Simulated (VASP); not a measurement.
TiAl: single point with PBE

The system is TiAl.

```
CELL_PARAMETERS angstrom
2.98900 0.00000 0.00000
-1.49450 2.58855 0.00000
0.00000 0.00000 4.09060
ATOMIC_POSITIONS crystal
Ti 0.00000 0.00000 0.00000
Al 0.33333 0.66667 0.50000
```

```json
{
 "Program": "VASP 6.6.1",
 "Task": "single point",
 "Functional": "PBE",
 "Potentials or basis": "VASP PAW PBE potentials, release 64 (Ti_sv, Al)",
 "Cutoff": "520 eV",
 "k mesh": "18 × 18 × 10",
 "Occupations": "gaussian, width 0.15 eV",
 "Spin": "no spin polarisation"
}
```

* Pressure: 10.3 GPa

Stress tensor (GPa, compression positive):
```
 2.90  0.00  0.00
 0.00  2.90  0.00
 0.00  0.00 25.10
```

Levels at points of the mesh, in eV from the Fermi level:
```tsv
k point	band 5	band 6	band 7	band 8	band 9	band 10	band 11	band 12
(0.00, 0.00, 0.00)	-8.86	-1.78	-0.19	1.12	1.12	2.39	2.39	6.31
(0.50, 0.00, 0.00)	-4.13	-3.22	-1.34	-0.87	1.75	3.58	4.48	5.39
(0.00, 0.00, 0.50)	-7.36	-5.04	0.54	1.18	1.18	2.12	2.12	9.66
(0.50, 0.00, 0.50)	-4.01	-2.17	-1.88	0.38	1.21	1.41	3.58	4.43
```

Wall time 51 s on 1 thread of Intel(R) Xeon(R) Platinum 8488C (Sapphire Rapids) (shared host), peak memory 0.22 GiB.
